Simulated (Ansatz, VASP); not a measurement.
## Two plane-wave programs on Si3N4

INCAR

```
ALGO = Normal ; EDIFF = 1E-6
ENCUT = 520 ; GGA = PS
ISIF = 2 ; ISMEAR = 0
LASPH = True ; LCHARG = False
LREAL = False ; LWAVE = False
NBANDS = 45 ; NELM = 100
PREC = Accurate ; SIGMA = 0.1
```

File KPOINTS:

```
k-points
0
Gamma
  3 3 6
```

POSCAR

```
Si3N4
1.0
    7.6044000000      0.0000000000      0.0000000000
   -3.8022000000      6.5856035805      0.0000000000
    0.0000000000      0.0000000000      2.9063000000
Si N
6 8
Direct
    0.7684770000      0.1745570000      0.2500000000
    0.5939200000      0.7684770000      0.7500000000
    0.8254430000      0.5939200000      0.2500000000
    0.2315230000      0.8254430000      0.7500000000
    0.4060800000      0.2315230000      0.2500000000
    0.1745570000      0.4060800000      0.7500000000
    0.0305000000      0.3302400000      0.2500000000
    0.7002600000      0.0305000000      0.7500000000
    0.6697600000      0.7002600000      0.2500000000
    0.9695000000      0.6697600000      0.7500000000
    0.2997400000      0.9695000000      0.2500000000
    0.3302400000      0.2997400000      0.7500000000
    0.6666666667      0.3333333333      0.2500000000
    0.3333333333      0.6666666667      0.7500000000
```

Input for Ansatz:

```yaml
crystal:
  lattice:
    - [7.6044, 0.0, 0.0]
    - [-3.8022, 6.5856035805, 0.0]
    - [0.0, 0.0, 2.9063]
  atoms:
    - { symbol: Si, position: [0.768477, 0.174557, 0.25] }
    - { symbol: Si, position: [0.59392, 0.768477, 0.75] }
    - { symbol: Si, position: [0.825443, 0.59392, 0.25] }
    - { symbol: Si, position: [0.231523, 0.825443, 0.75] }
    - { symbol: Si, position: [0.40608, 0.231523, 0.25] }
    - { symbol: Si, position: [0.174557, 0.40608, 0.75] }
    - { symbol: "N", position: [0.0305, 0.33024, 0.25] }
    - { symbol: "N", position: [0.70026, 0.0305, 0.75] }
    - { symbol: "N", position: [0.66976, 0.70026, 0.25] }
    - { symbol: "N", position: [0.9695, 0.66976, 0.75] }
    - { symbol: "N", position: [0.29974, 0.9695, 0.25] }
    - { symbol: "N", position: [0.33024, 0.29974, 0.75] }
    - { symbol: "N", position: [0.6666666667, 0.3333333333, 0.25] }
    - { symbol: "N", position: [0.3333333333, 0.6666666667, 0.75] }
basis:
  ecutwfc: 420
kpoints:
  mp_grid: { grid: [3, 3, 6] }
hamiltonian:
  xc: pbesol
scf:
  occupations: { method: gaussian, width: 0.1 }
output:
  forces: true
  stress: true
  eigenvalues: true
```

Alike in both runs: task single point; functional PBEsol; k mesh 3 × 3 × 6; occupations gaussian, width 0.1 eV; no spin polarisation.

```csv
,VASP,Ansatz
version,VASP 6.6.1,Ansatz 0.2.0
potentials or method,"VASP PAW PBE potentials, release 64 (Si, N), cutoff 520 eV","scalar-relativistic, plane waves, PAW"
valence electrons in the cell,64,64
```

|  | VASP | Ansatz | Ansatz less VASP |
| --- | --- | --- | --- |
| gap on the k mesh at the Fermi level (eV) | 4.18 | 4.19 | +0.011 |
| least direct gap on the mesh (eV) | 4.38 | 4.39 | +0.011 |
| pressure (GPa) | 2.0 | 1.8 | -0.22 |
| traceless stress, the component that is largest in VASP (GPa) | -0.09 | -0.08 | +0.011 |
| rms of the force components (eV/Å) | 0.027 | 0.026 | -0.0005 |

VASP's potentials were made for PBE, not for PBEsol. Atom by atom the forces differ by 0.002 eV/Å (rms over components). The functional is the same, so the differences come from potentials, cutoffs and numerics.
